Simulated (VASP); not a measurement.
# Pt (Fd-3m) in VASP: notebook

Pt is run at these levels: LDA; tasks: single point.

All numbers are computed with VASP 6.6.1; they aren't measurements. Logs are shortened: lines on timing, memory, paths and dates and some standing lists are left out, and cuts for length are marked.

## (1) The cell of the first run

It takes space group Fd-3m (No. 227, cubic). Conventional cell: a = 5.649 Å, b = 5.649 Å, c = 5.649 Å, α = 90.00°, β = 90.00°, γ = 90.00°. Within 3.2 Å of Pt (site symmetry -43m) lie 4 Pt at 2.45 Å.

## (2) Single point, LDA

INCAR reads:

```
SYSTEM = Pt
PREC = Accurate ; ENCUT = 520
EDIFF = 1E-6 ; ISMEAR = -1
SIGMA = 0.1 ; LREAL = .FALSE.
LASPH = .TRUE. ; NELM = 100
ALGO = Normal ; ISIF = 2
LWAVE = .FALSE. ; LCHARG = .TRUE.
GGA = CA ; LELF = .TRUE.
LVHAR = .TRUE. ; NBANDS = 17
```

KPOINTS reads:

```
regular mesh
0
G
  10 10 10
  0 0 0
```

POSCAR reads:

```
Pt
1.0
    0.0000000000      2.8246276476      2.8246276476
    2.8246276476      0.0000000000      2.8246276476
    2.8246276476      2.8246276476      0.0000000000
Pt
2
Direct
    0.1250000000      0.1250000000      0.1250000000
    0.8750000000      0.8750000000      0.8750000000
```

Potentials or basis: VASP PAW LDA potentials, release 64 (Pt).

The run is started by

```sh
cat potpaw_LDA.64/Pt/POTCAR > POTCAR
mpirun -np 1 vasp_std > vasp.out
```

OUTCAR:

```text
SYSTEM = Pt
   PREC = Accurate
   ENCUT = 520
   EDIFF = 1E-6
   ISMEAR = -1
   LREAL = .FALSE.
   LASPH = .TRUE.
   NELM = 100
   ISIF = 2
   GGA = CA

 ion  position               nearest neighbor table
   1  0.125  0.125  0.125-   2 2.45   2 2.45   2 2.45   2 2.45
   2  0.875  0.875  0.875-   1 2.45   1 2.45   1 2.45   1 2.45

  LATTYP: Found a face centered cubic cell.
 ALAT       =     5.6492552952

  Lattice vectors:

 A1 = (   0.0000000000,   2.8246276476,   2.8246276476)
 A2 = (   2.8246276476,   0.0000000000,   2.8246276476)
 A3 = (   2.8246276476,   2.8246276476,   0.0000000000)

Analysis of symmetry for initial positions (statically):
=====================================================================
 Subroutine PRICEL returns:
 Original cell was already a primitive cell.

 Routine SETGRP: Setting up the symmetry group for a
 face centered cubic supercell.

 Subroutine GETGRP returns: Found 48 space group operations
 (whereof 12 operations were pure point group operations)
 out of a pool of 48 trial point group operations.

The static configuration has the point symmetry D_3d.
 The point group associated with its full space group is O_h .

Analysis of symmetry for dynamics (positions and initial velocities):
=====================================================================
 Subroutine PRICEL returns:
 Original cell was already a primitive cell.

 Routine SETGRP: Setting up the symmetry group for a
 face centered cubic supercell.

 Subroutine GETGRP returns: Found 48 space group operations
 (whereof 12 operations were pure point group operations)
 out of a pool of 48 trial point group operations.

The dynamic configuration has the point symmetry D_3d.
 The point group associated with its full space group is O_h .

 Subroutine INISYM returns: Found 48 space group operations
 (whereof 12 operations are pure point group operations),
 and found     1 'primitive' translations

----------------------------------------------------------------------------------------

                                     Primitive cell

  volume of cell :      45.0727

  direct lattice vectors                    reciprocal lattice vectors
     0.000000000  2.824627648  2.824627648    -0.177014482  0.177014482  0.177014482
     2.824627648  0.000000000  2.824627648     0.177014482 -0.177014482  0.177014482
     2.824627648  2.824627648  0.000000000     0.177014482  0.177014482 -0.177014482

  length of vectors
     3.994626728  3.994626728  3.994626728     0.306598077  0.306598077  0.306598077

  position of ions in fractional coordinates (direct lattice)
     0.125000000  0.125000000  0.125000000
     0.875000000  0.875000000  0.875000000

  ion indices of the primitive-cell ions
   primitive index   ion index
                 1           1
                 2           2

----------------------------------------------------------------------------------------

 KPOINTS: regular mesh

Automatic generation of k-mesh.
 Grid dimensions read from file:
 generate k-points for:   10   10   10

 Generating k-lattice:

  Cartesian coordinates                     Fractional coordinates (reciprocal lattice)
    -0.017701448  0.017701448  0.017701448     0.100000000  0.000000000  0.000000000
     0.017701448 -0.017701448  0.017701448     0.000000000  0.100000000  0.000000000
     0.017701448  0.017701448 -0.017701448     0.000000000  0.000000000  0.100000000

  Length of vectors
     0.030659808  0.030659808  0.030659808

  Shift w.r.t. Gamma in fractional coordinates (k-lattice)
     0.000000000  0.000000000  0.000000000

 Subroutine IBZKPT returns following result:
 ===========================================

 Found     47 irreducible k-points:

 Following reciprocal coordinates:
            Coordinates               Weight
  0.000000  0.000000  0.000000      1.000000
  0.100000  0.000000  0.000000      8.000000
  0.200000  0.000000  0.000000      8.000000
  0.300000  0.000000  0.000000      8.000000
  0.400000  0.000000  0.000000      8.000000
  0.500000  0.000000  0.000000      4.000000
[... 16 lines left out ...]
  0.300000  0.300000  0.000000      6.000000
  0.400000  0.300000  0.000000     24.000000
 [... further k-points ...]
   k-points           NKPTS =     47   k-points in BZ     NKDIM =     47   number of bands    NBANDS=     17
   number of dos      NEDOS =    301   number of ions     NIONS =      2
   total plane-waves  NPLWV =  27000
   dimension x,y,z NGX =    30 NGY =   30 NGZ =   30
   dimension x,y,z NGXF=    60 NGYF=   60 NGZF=   60
   ions per type =               2
   NGX,Y,Z   is equivalent  to a cutoff of  12.49, 12.49, 12.49 a.u.
   NGXF,Y,Z  is equivalent  to a cutoff of  24.97, 24.97, 24.97 a.u.
 SYSTEM =  Pt
   PREC   = accura    normal or accurate (medium, high low for compatibility)
   ISTART =      0    job   : 0-new  1-cont  2-samecut
   ICHARG =      2    charge: 1-file 2-atom 10-const
   ISPIN  =      1    spin polarized calculation?
   LNONCOLLINEAR =      F non collinear calculations
   LSORBIT =      F    spin-orbit coupling
   LASPH  =      T    aspherical Exc in radial PAW
   ENCUT  =  520.0 eV  38.22 Ry    6.18 a.u.   7.43  7.43  7.43*2*pi/ulx,y,z
   NELM   =    100;   NELMIN=  2; NELMDL= -5     # of ELM steps
   EDIFF  = 0.1E-05   stopping-criterion for ELM
   LREAL  =      F    real-space projection
   EDIFFG = 0.1E-04   stopping-criterion for IOM
   NSW    =      0    number of steps for IOM
   IBRION =     -1    ionic relax: 0-MD 1-quasi-New 2-CG
   NFREE  =      0    steps in history (QN), initial steepest desc. (CG)
   ISIF   =      2    stress and relaxation
   ISYM   =      2    0-nonsym 1-usesym 2-fastsym
   POTIM  = 0.5000    time-step for ionic-motion
   TEBEG  =    0.0;   TEEND  =   0.0 temperature during run
   PSTRESS=    0.0 pullay stress
   NELECT =      20.0000    total number of electrons
   NUPDOWN=      -1.0000    fix difference up-down
   EMIN   =  10.00;   EMAX   =-10.00  energy-range for DOS
   EFERMI =   0.00;   METHOD = LEGACY
   ISMEAR =    -1;   SIGMA  =   0.10  broadening in eV -4-tet -1-fermi 0-gaus
   EFERMI_NEDOS =   21; number of points for ismear=-14 and -15
   IALGO  =     38    algorithm
   IMIX   =      4    mixing-type and parameters
     AMIX     =   0.40;   BMIX     =  1.00
     AMIX_MAG =   1.60;   BMIX_MAG =  1.00
  volume/ion in A,a.u.               =      22.54       152.08
  Fermi-wavevector in a.u.,A,eV,Ry     =   1.248668  2.359640 21.213818  1.559172
  Thomas-Fermi vector in A             =   2.382744
   LORBIT       =      0    0 simple, 1 ext, 2 COOP (PROOUT), +10 PAW based schemes
   GGA     = CA    functional components
   LHFCALC =     F    Hartree Fock is set to
   AEXX    =    0.0000 exact exchange contribution
   IVDW    =     0    specifies the selected vdW correction
   LEPSILON=     F    determine dielectric tensor
   LRPA    =     F    only Hartree local field effects (RPA)
 non-spin polarized calculation
  energy-cutoff  :      520.00
  volume of cell :       45.07
 maximum number of plane-waves:      1243
 NGX is ok and might be reduce to    30
   NGX = 15   NGY = 15   NGZ = 15

 number of electron      19.9999997 magnetization

 Free energy of the ion-electron system (eV)
  ---------------------------------------------------
  ext. energy  EPLUGINS =         0.00000000
  ---------------------------------------------------
  free energy    TOTEN  =       -12.44756728 eV

  energy without entropy =      -12.30769639  energy(sigma->0) =      -12.37763184

 E-fermi :   5.6612     XC(G=0): -11.0860

 val. band max:        5.6354997831   @ k =  -0.4000   0.3000   0.0000
 cond. band min:       5.6711871112   @ k =  -0.4000   0.3000   0.0000
 fundamental gap:      0.0356873281
 Fermi energy:         5.6611931567

 k-point     1 :       0.0000    0.0000    0.0000
  band No.  band energies     occupation
      1      -1.8556      2.00000
      2       0.7674      2.00000
      3       0.7674      2.00000
      4       0.9675      2.00000
      5       0.9675      2.00000
      6       0.9675      2.00000
[... 9 lines left out ...]
     16      17.6941      0.00000
     17      18.6113      0.00000

 k-point     2 :       0.1000    0.0000    0.0000
  band No.  band energies     occupation
      1      -1.6983      2.00000
      2       0.6357      2.00000
      3       0.6357      2.00000
      4       0.9520      2.00000
      5       1.1520      2.00000
      6       1.1520      2.00000
[... 9 lines left out ...]
     16      17.4057      0.00000
     17      18.8266      0.00000

 k-point     3 :       0.2000    0.0000    0.0000
  band No.  band energies     occupation
      1      -1.2599      2.00000
      2       0.5380      2.00000
      3       0.5380      2.00000
      4       0.9142      2.00000
      5       1.3559      2.00000
      6       1.3559      2.00000
[... 9 lines left out ...]
     16      18.0395      0.00000
     17      19.0090      0.00000

 k-point     4 :       0.3000    0.0000    0.0000
  band No.  band energies     occupation
      1      -0.6626      2.00000
      2       0.5558      2.00000
      3       0.5558      2.00000
      4       0.8667      2.00000
      5       1.3898      2.00000
      6       1.3898      2.00000
[... 9 lines left out ...]
     16      17.9439      0.00000
     17      19.0896      0.00000
[... 343 lines left out ...]
      1      -0.4370      2.00000
      2       0.3136      2.00000
      3       0.6578      2.00000
      4       0.8834      2.00000
      5       1.1758      2.00000
      6       1.9253      2.00000
[... 9 lines left out ...]
     16      18.3588      0.00000
     17      18.9924      0.00000

 k-point    23 :       0.3000    0.3000    0.0000
  band No.  band energies     occupation
      1      -0.1123      2.00000
      2       0.0129      2.00000
      3       0.8751      2.00000
      4       0.8751      2.00000
      5       1.6304      2.00000
      6       1.6897      2.00000
[... 9 lines left out ...]
     16      15.6581      0.00000
     17      21.5673      0.00000

 k-point    24 :       0.4000    0.3000    0.0000
  band No.  band energies     occupation
      1       0.0261      2.00000
      2       0.3773      2.00000
      3       0.7261      2.00000
      4       0.8322      2.00000
      5       1.6206      2.00000
      6       1.8772      2.00000
[... 9 lines left out ...]
     16      16.1993      0.00000
     17      21.9662      0.00000

 [... further k-points ...]
[... 5 lines left out ...]
  --------------------------------------------------------------------------------------
  -------------------------------------------------------------------------------------
  Total        0.0125928      0.0125928      0.0125928      0.0000000      0.0000000      0.0000000
  in kB        0.4476319      0.4476319      0.4476319      0.0000000      0.0000000      0.0000000
  external PRESSURE =       0.4476319 kB  Pullay stress =       0.0000000 kB

 VOLUME and BASIS-vectors are now :
 -----------------------------------------------------------------------------
  energy-cutoff  :      520.00
  volume of cell :       45.07
      direct lattice vectors                 reciprocal lattice vectors
     0.000000000  2.824627648  2.824627648    -0.177014482  0.177014482  0.177014482
     2.824627648  0.000000000  2.824627648     0.177014482 -0.177014482  0.177014482
     2.824627648  2.824627648  0.000000000     0.177014482  0.177014482 -0.177014482

 POSITION                                       TOTAL-FORCE (eV/Angst)
 -----------------------------------------------------------------------------------
      0.70616      0.70616      0.70616        -0.000000      0.000000      0.000000
      4.94310      4.94310      4.94310         0.000000     -0.000000     -0.000000
 -----------------------------------------------------------------------------------
    total drift:                               -0.000000      0.000000      0.000000

  FREE ENERGIE OF THE ION-ELECTRON SYSTEM (eV)
  ---------------------------------------------------
  free  energy   TOTEN  =       -12.4475672771 eV

  energy  without entropy=      -12.3076963934  energy(sigma->0) =      -12.37763184
```

Wall time 14 s (1 thread of Intel Xeon 6975P-C (Granite Rapids), shared host); peak memory 0.16 GiB.

What came out:

| Property | Result |
| --- | --- |
| Free energy | -12.4476 eV |
| Pressure | 0.0 GPa |
| Band gap on the k mesh | zero (band 10 reaches 5.84 eV, above the bottom of band 11 at 5.21 eV) |

Caveat: spin-orbit coupling is left out, which moves the levels of the heavy elements.

## (3) Single point, LDA (volume scaled by 0.88)

INCAR reads:

```
SYSTEM = Pt
PREC     = Accurate       ! precision mode
ENCUT    = 520            ! plane-wave cutoff, eV
EDIFF    = 1E-6           ! SCF threshold, eV
ISMEAR   = -1             ! smearing method
SIGMA    = 0.1            ! smearing width, eV
LREAL    = .FALSE.        ! projectors in reciprocal space
LASPH    = .TRUE.         ! aspherical terms in the spheres
NELM     = 80             ! most SCF steps
ALGO     = Normal         ! electronic algorithm
ISIF     = 2              ! what is computed and relaxed
LWAVE    = .FALSE.        ! write WAVECAR
LCHARG   = .FALSE.        ! write CHGCAR
GGA      = CA             ! functional
NBANDS   = 17             ! bands
```

KPOINTS reads:

```
Automatic mesh
0
G
  11 11 11
  0 0 0
```

POSCAR reads:

```
Pt
1.0
    0.0000000000      2.7067953999      2.7067953999
    2.7067953999      0.0000000000      2.7067953999
    2.7067953999      2.7067953999      0.0000000000
Pt
2
Direct
    0.1250000000      0.1250000000      0.1250000000
    0.8750000000      0.8750000000      0.8750000000
```

Potentials or basis: VASP PAW LDA potentials, release 64 (Pt).

The run is started by

```sh
cat potpaw_LDA.64/Pt/POTCAR > POTCAR
mpirun -np 1 vasp_std > vasp.out
```

Wall time 12 s (1 thread of Intel Xeon 6975P-C (Granite Rapids), shared host); peak memory 0.16 GiB.

The run converged. Its results:

```
Free energy            : -12.0635 eV
Pressure               : 25.7 GPa
Band gap on the k mesh : zero (band 10 reaches 7.82 eV, above the bottom of band 11 at 7.05 eV)
```

Levels at points of the mesh, in eV from the Fermi level:
| k point | band 6 | band 7 | band 8 | band 9 | band 10 | band 11 | band 12 | band 13 | band 14 | band 15 |
| --- | --- | --- | --- | --- | --- | --- | --- | --- | --- | --- |
| (0.00, 0.00, 0.00) | -5.56 | -2.50 | -2.50 | -2.50 | -0.01 | -0.01 | 11.06 | 11.22 | 12.76 | 12.76 |

Caveat: spin-orbit coupling is left out, which moves the levels of the heavy elements.

## (4) Single point, LDA (volume scaled by 0.92)

INCAR reads:

```
SYSTEM = Pt
ALGO     = Normal         ! electronic algorithm
EDIFF    = 1E-6           ! SCF threshold, eV
ENCUT    = 520            ! plane-wave cutoff, eV
GGA      = CA             ! functional
ISIF     = 2              ! what is computed and relaxed
ISMEAR   = -1             ! smearing method
LASPH    = .True.         ! aspherical terms in the spheres
LCHARG   = .False.        ! write CHGCAR
LREAL    = .False.        ! projectors in reciprocal space
LWAVE    = .False.        ! write WAVECAR
NBANDS   = 17             ! bands
NELM     = 60             ! most SCF steps
PREC     = Accurate       ! precision mode
SIGMA    = 0.1            ! smearing width, eV
```

KPOINTS reads:

```
k-points
0
Gamma
  11 11 11
  0 0 0
```

POSCAR reads:

```
Pt
1.0
    0.0000000000      2.7472012883      2.7472012883
    2.7472012883      0.0000000000      2.7472012883
    2.7472012883      2.7472012883      0.0000000000
Pt
2
Direct
    0.1250000000      0.1250000000      0.1250000000
    0.8750000000      0.8750000000      0.8750000000
```

The run is started by

```sh
cat potpaw_LDA.64/Pt/POTCAR > POTCAR
mpirun -np 1 vasp_std > vasp.out
```

Wall time 17 s (1 thread of Intel Xeon 6975P-C (Granite Rapids), shared host); peak memory 0.16 GiB.

Results (log left out):

| Item | Value |
| --- | --- |
| Free energy | -12.2907 eV |
| Pressure | 14.9 GPa |
| Band gap on the k mesh | zero (band 10 reaches 7.12 eV, above the bottom of band 11 at 6.38 eV) |

Levels at points of the mesh, in eV from the Fermi level:
```
           k point  band 7  band 8  band 9  band 10  band 11  band 12  band 13  band 14
(0.00, 0.00, 0.00)   -2.33   -2.33   -2.33    -0.03    -0.03    10.94    11.07    12.59
```

Caveat: spin-orbit coupling is left out, which moves the levels of the heavy elements.

## (5) Overview

```csv
cell,k mesh,gap on the mesh (eV),pressure (GPa)
"a = 3.995 Å, angles 60.0°, 2 atoms",10 × 10 × 10,none,0.0
"a = 3.828 Å, angles 60.0°, 2 atoms",11 × 11 × 11,none,25.7
"a = 3.885 Å, angles 60.0°, 2 atoms",11 × 11 × 11,none,14.9
```

Alike in all rows: task single point; level LDA; potentials or basis VASP PAW LDA potentials, release 64 (Pt); no spin polarisation; cutoff (eV) 520; smearing fermi-dirac 0.1 eV.

Caveats: spin-orbit coupling is left out, which moves the levels of the heavy elements.

Total energies depend on the potentials used, so only differences within one code and one set of settings carry meaning.
